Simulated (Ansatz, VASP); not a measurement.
**KI: VASP beside Ansatz**

INCAR

```
SYSTEM = KI
PREC     = Accurate       ! precision mode
ENCUT    = 520            ! plane-wave cutoff, eV
EDIFF    = 1E-7           ! SCF threshold, eV
ISMEAR   = -1             ! smearing method
SIGMA    = 0.01           ! smearing width, eV
LREAL    = .False.        ! projectors in reciprocal space
LASPH    = .True.         ! aspherical terms in the spheres
NELM     = 100            ! most SCF steps
ALGO     = Normal         ! electronic algorithm
ISIF     = 2              ! what is computed and relaxed
LWAVE    = .False.        ! write WAVECAR
LCHARG   = .False.        ! write CHGCAR
GGA      = PE             ! functional
NBANDS   = 15             ! bands
```

The input KPOINTS:

```
regular mesh
0
Gamma
  8 8 8
  0 0 0
```

Contents of POSCAR:

```
KI
1.0
    0.0000000000      3.5597955000      3.5245500000
    3.5597955000      0.0000000000      3.5245500000
    3.5597955000      3.5597955000      0.0000000000
K I
1 1
Direct
    0.0000000000      0.0000000000      0.0000000000
    0.5000000000      0.5000000000      0.5000000000
```

Input for Ansatz:

```yaml
crystal:
  lattice:
    - [0.0, 3.5597955, 3.52455]
    - [3.5597955, 0.0, 3.52455]
    - [3.5597955, 3.5597955, 0.0]
  atoms:
    - { symbol: K, position: [0.0, 0.0, 0.0] }
    - { symbol: I, position: [0.5, 0.5, 0.5] }
kpoints:
  mp_grid: { grid: [8, 8, 8] }
scf:
  occupations: { method: fermi_dirac, width: 0.01 }
hamiltonian:
  xc: pbe
  pseudopotentials: { kind: all_electron, lapw: { basis_error: 0.001 } }
output:
  forces: true
  stress: true
  eigenvalues: true
```

Change from the starting cell: x and y stretched by +1 %, z held.

Alike in both runs: task single point; functional PBE; k mesh 8 × 8 × 8; occupations fermi-dirac, width 0.01 eV; no spin polarisation.

|  | VASP | Ansatz |
| --- | --- | --- |
| version | VASP 6.6.1 | Ansatz 0.2.0 |
| potentials or method | VASP PAW PBE potentials, release 64 (K_sv, I), cutoff 520 eV | all-electron LAPW, scalar-relativistic |

```csv
,VASP,Ansatz,Ansatz less VASP
gap on the k mesh at the Fermi level (eV),3.93,3.94,+0.003
pressure (GPa),0.4,0.4,-0.02
"traceless stress, the component that is largest in VASP (GPa)",0.17,0.17,-0.002
```

Ansatz ran all-electron here, and VASP with PAW potentials.

Neither program's run includes spin-orbit coupling.
